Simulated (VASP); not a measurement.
# ZnSe (l.bA) (F-43m) in VASP: further runs

Runs on ZnSe (l.bA). Level: LDA. Tasks: single point, relaxation of cell and atoms.

Program: VASP 6.6.1. These are calculated values, not measurements. Logs are shortened: lines on timing, memory, paths and dates and some standing lists are left out, and cuts for length are marked.

**1. The cell of the first run**

It takes space group F-43m (No. 216, cubic). Conventional cell: a = 5.567 Å, b = 5.567 Å, c = 5.567 Å, α = 90.00°, β = 90.00°, γ = 90.00°. Within 3.2 Å of Zn (site symmetry -43m) lie 4 Se at 2.41 Å. Within 3.2 Å of Se (site symmetry -43m) lie 4 Zn at 2.41 Å.

**2. Single point, LDA**

The input, INCAR:

```
ALGO     = Normal         # electronic algorithm
EDIFF    = 1E-6           # SCF threshold, eV
ENCUT    = 500            # plane-wave cutoff, eV
GGA_COMPAT= F            
ISIF     = 2              # what is computed and relaxed
ISMEAR   = 0              # smearing method
LASPH    = T              # aspherical terms in the spheres
LCHARG   = F              # write CHGCAR
LREAL    = F              # projectors in reciprocal space
LWAVE    = F              # write WAVECAR
NBANDS   = 16             # bands
NELM     = 120            # most SCF steps
PREC     = Accurate       # precision mode
SIGMA    = 0.02           # smearing width, eV
```

The input, KPOINTS:

```
k-points
0
Gamma
  8 8 8
```

The input, POSCAR:

```
ZnSe
1.0
    0.0000000000      2.7836602963      2.7836602963
    2.7836602963      0.0000000000      2.7836602963
    2.7836602963      2.7836602963      0.0000000000
Zn Se
1 1
Direct
    0.0000000000      0.0000000000      0.0000000000
    0.2500000000      0.2500000000      0.2500000000
```

Potentials or basis: VASP PAW LDA potentials, release 64 (Zn, Se).

Launch:

```console
$ cat potpaw_LDA.64/Zn/POTCAR potpaw_LDA.64/Se/POTCAR > POTCAR
$ mpirun -np 1 vasp_std > vasp.out
```

OUTCAR:

```text
EDIFF = 1E-6
   ENCUT = 500
   ISIF = 2
   ISMEAR = 0
   LASPH = T
   LREAL = F
   NELM = 120
   PREC = Accurate

 ion  position               nearest neighbor table
   1  0.000  0.000  0.000-   2 2.41   2 2.41   2 2.41   2 2.41
   2  0.250  0.250  0.250-   1 2.41   1 2.41   1 2.41   1 2.41

  LATTYP: Found a face centered cubic cell.
 ALAT       =     5.5673205926

  Lattice vectors:

 A1 = (   0.0000000000,   2.7836602963,   2.7836602963)
 A2 = (   2.7836602963,   0.0000000000,   2.7836602963)
 A3 = (   2.7836602963,   2.7836602963,   0.0000000000)

Analysis of symmetry for initial positions (statically):
=====================================================================
 Subroutine PRICEL returns:
 Original cell was already a primitive cell.

 Routine SETGRP: Setting up the symmetry group for a
 face centered cubic supercell.

 Subroutine GETGRP returns: Found 24 space group operations
 (whereof 24 operations were pure point group operations)
 out of a pool of 48 trial point group operations.

The static configuration has the point symmetry T_d .

Analysis of symmetry for dynamics (positions and initial velocities):
=====================================================================
 Subroutine PRICEL returns:
 Original cell was already a primitive cell.

 Routine SETGRP: Setting up the symmetry group for a
 face centered cubic supercell.

 Subroutine GETGRP returns: Found 24 space group operations
 (whereof 24 operations were pure point group operations)
 out of a pool of 48 trial point group operations.

The dynamic configuration has the point symmetry T_d .

 Subroutine INISYM returns: Found 24 space group operations
 (whereof 24 operations are pure point group operations),
 and found     1 'primitive' translations

----------------------------------------------------------------------------------------

                                     Primitive cell

  volume of cell :      43.1399

  direct lattice vectors                    reciprocal lattice vectors
     0.000000000  2.783660296  2.783660296    -0.179619618  0.179619618  0.179619618
     2.783660296  0.000000000  2.783660296     0.179619618 -0.179619618  0.179619618
     2.783660296  2.783660296  0.000000000     0.179619618  0.179619618 -0.179619618

  length of vectors
     3.936690144  3.936690144  3.936690144     0.311110305  0.311110305  0.311110305
[... 79 lines left out ...]
   ENCUT  =  500.0 eV  36.75 Ry    6.06 a.u.   7.18  7.18  7.18*2*pi/ulx,y,z
   NELM   =    120;   NELMIN=  2; NELMDL= -5     # of ELM steps
   EDIFF  = 0.1E-05   stopping-criterion for ELM
   LREAL  =      F    real-space projection
   EDIFFG = 0.1E-04   stopping-criterion for IOM
   NSW    =      0    number of steps for IOM
   IBRION =     -1    ionic relax: 0-MD 1-quasi-New 2-CG
   NFREE  =      0    steps in history (QN), initial steepest desc. (CG)
   ISIF   =      2    stress and relaxation
   ISYM   =      2    0-nonsym 1-usesym 2-fastsym
   POTIM  = 0.5000    time-step for ionic-motion
   TEBEG  =    0.0;   TEEND  =   0.0 temperature during run
   PSTRESS=    0.0 pullay stress
   NELECT =      18.0000    total number of electrons
   NUPDOWN=      -1.0000    fix difference up-down
   EMIN   =  10.00;   EMAX   =-10.00  energy-range for DOS
   EFERMI =   0.00;   METHOD = LEGACY
   ISMEAR =     0;   SIGMA  =   0.02  broadening in eV -4-tet -1-fermi 0-gaus
   EFERMI_NEDOS =   21; number of points for ismear=-14 and -15
   IALGO  =     38    algorithm
   IMIX   =      4    mixing-type and parameters
     AMIX     =   0.40;   BMIX     =  1.00
     AMIX_MAG =   1.60;   BMIX_MAG =  1.00
  volume/ion in A,a.u.               =      21.57       145.56
  Fermi-wavevector in a.u.,A,eV,Ry     =   1.223318  2.311736 20.361219  1.496507
  Thomas-Fermi vector in A             =   2.358433
   LORBIT       =      0    0 simple, 1 ext, 2 COOP (PROOUT), +10 PAW based schemes
   GGA     = CA    functional components
   LHFCALC =     F    Hartree Fock is set to
   AEXX    =    0.0000 exact exchange contribution
   IVDW    =     0    specifies the selected vdW correction
   LEPSILON=     F    determine dielectric tensor
   LRPA    =     F    only Hartree local field effects (RPA)
 non-spin polarized calculation
 Gauss-broadening in eV      SIGMA  =   0.02
  energy-cutoff  :      500.00
  volume of cell :       43.14
 maximum number of plane-waves:      1108
 NGX is ok and might be reduce to    30
   NGX = 15   NGY = 15   NGZ = 15

 number of electron      17.9999987 magnetization

 Free energy of the ion-electron system (eV)
  ---------------------------------------------------
  ext. energy  EPLUGINS =         0.00000000
  ---------------------------------------------------
  free energy    TOTEN  =        -7.37165680 eV

  energy without entropy =       -7.37165680  energy(sigma->0) =       -7.37165680

 E-fermi :   2.1093     XC(G=0):  -9.9385

 val. band max:        1.9930538131   @ k =   0.0000   0.0000   0.0000
 cond. band min:       3.2832719894   @ k =   0.0000   0.0000   0.0000
 fundamental gap:      1.2902181763
 Fermi energy:         2.1093475530

 k-point     1 :       0.0000    0.0000    0.0000
  band No.  band energies     occupation
      1     -11.6545      2.00000
      2      -4.8932      2.00000
      3      -4.8932      2.00000
      4      -4.8932      2.00000
      5      -4.4845      2.00000
      6      -4.4845      2.00000
[... 433 lines left out ...]
      3      -4.7390      2.00000
      4      -4.5255      2.00000
      5      -4.4774      2.00000
      6      -4.2454      2.00000
[... 8 lines left out ...]
     15      14.7919      0.00000
     16      15.6729      0.00000

 [... further k-points ...]

------------------------ aborting loop because EDIFF is reached ----------------------------------------

  FORCE on cell =-STRESS in cart. coord.  units (eV):
  Direction    XX          YY          ZZ          XY          YZ          ZX
  --------------------------------------------------------------------------------------
  -------------------------------------------------------------------------------------
  Total        0.1001213      0.1001213      0.1001213      0.0000000      0.0000000     -0.0000000
  in kB        3.7184179      3.7184179      3.7184179      0.0000000      0.0000000     -0.0000000
  external PRESSURE =       3.7184179 kB  Pullay stress =       0.0000000 kB

 VOLUME and BASIS-vectors are now :
 -----------------------------------------------------------------------------
  energy-cutoff  :      500.00
  volume of cell :       43.14
      direct lattice vectors                 reciprocal lattice vectors
     0.000000000  2.783660296  2.783660296    -0.179619618  0.179619618  0.179619618
     2.783660296  0.000000000  2.783660296     0.179619618 -0.179619618  0.179619618
     2.783660296  2.783660296  0.000000000     0.179619618  0.179619618 -0.179619618

 POSITION                                       TOTAL-FORCE (eV/Angst)
 -----------------------------------------------------------------------------------
      0.00000      0.00000      0.00000        -0.000000     -0.000000     -0.000000
      1.39183      1.39183      1.39183         0.000000      0.000000      0.000000
 -----------------------------------------------------------------------------------
    total drift:                               -0.000000     -0.000000      0.000000

  FREE ENERGIE OF THE ION-ELECTRON SYSTEM (eV)
  ---------------------------------------------------
  free  energy   TOTEN  =        -7.3716568021 eV

  energy  without entropy=       -7.3716568021  energy(sigma->0) =       -7.37165680
```

stdout:

```text
POSCAR found type information on POSCAR ZnSe
 POSCAR found :  2 types and       2 ions
 scaLAPACK will be used
 LDA part: xc-table for (Slater(with rela. corr.)+CA(PZ))
 , standard interpolation
 POSCAR, INCAR and KPOINTS ok, starting setup
 FFT: planning ... GRIDC
 FFT: planning ... GRID_SOFT
 FFT: planning ... GRID
 WAVECAR not read
 entering main loop
```

Run time: 31 s. Hardware: 1 thread of Intel Xeon 8259CL, shared host; peak memory 0.16 GiB.

Results:

```yaml
Free_energy: -7.3717 eV
Pressure: 0.4 GPa
Band_gap_on_the_k_mesh: 1.29 eV, direct
```

A hybrid or GW would open this gap; LDA tends to underestimate it.

(Part 1 of 2 ends here.)
